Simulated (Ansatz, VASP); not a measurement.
One calculation of N, two programs

INCAR

```
SYSTEM = N
ALGO = Normal
EDIFF = 1E-7
ENCUT = 520
GGA = PS
ISIF = 2
ISMEAR = 1
LASPH = .True.
LCHARG = .False.
LREAL = .False.
LWAVE = .False.
NBANDS = 18
NELM = 80
PREC = Accurate
SIGMA = 0.01
```

Contents of KPOINTS:

```
k-points
0
Gamma
  4 4 3
  0 0 0
```

File POSCAR:

```
N
1.0
    4.0840620000      0.0000000000      0.0000000000
    0.0000000000      4.0840620000      0.0000000000
    0.0000000000      0.0000000000      5.3459130000
N
4
Direct
    0.9042750000      0.9042750000      0.0000000000
    0.5957250000      0.4242750000      0.5000000000
    0.0957250000      0.0957250000      0.0000000000
    0.4042750000      0.5957250000      0.5000000000
```

Input for Ansatz:

```yaml
crystal:
  lattice:
    - [4.084062, 0.0, 0.0]
    - [0.0, 4.084062, 0.0]
    - [0.0, 0.0, 5.345913]
  atoms:
    - { symbol: "N", position: [0.904275, 0.904275, 0.0] }
    - { symbol: "N", position: [0.595725, 0.424275, 0.5] }
    - { symbol: "N", position: [0.095725, 0.095725, 0.0] }
    - { symbol: "N", position: [0.404275, 0.595725, 0.5] }
basis:
  ecutwfc: 510.0
kpoints:
  mp_grid:
    grid: [4, 4, 3]
hamiltonian:
  xc: pbesol
  pseudopotentials:
    kind: paw
scf:
  occupations:
    method: cold
    width: 0.01
output:
  forces: true
```

Alike in both runs: task single point; functional PBEsol; k mesh 4 × 4 × 3; no spin polarisation.

|  | VASP | Ansatz |
| --- | --- | --- |
| version | VASP 6.6.1 | Ansatz 0.2.0 |
| potentials or method | VASP PAW PBE potentials, release 64 (N), cutoff 520 eV | plane waves, PAW |
| occupations | methfessel-paxton of order 1, width 0.01 eV | cold, width 0.01 eV |
| valence electrons in the cell | 20 | 20 |

|  | VASP | Ansatz | Ansatz less VASP |
| --- | --- | --- | --- |
| rms of the force components (eV/Å) | 4.906 | 3.507 | -1.3989 |

VASP's potentials were made for PBE, not for PBEsol. Atom by atom the forces differ by 1.573 eV/Å (rms over components).

Noted on VASP's run: the standard files for N, O and F lose accuracy on very short bonds.
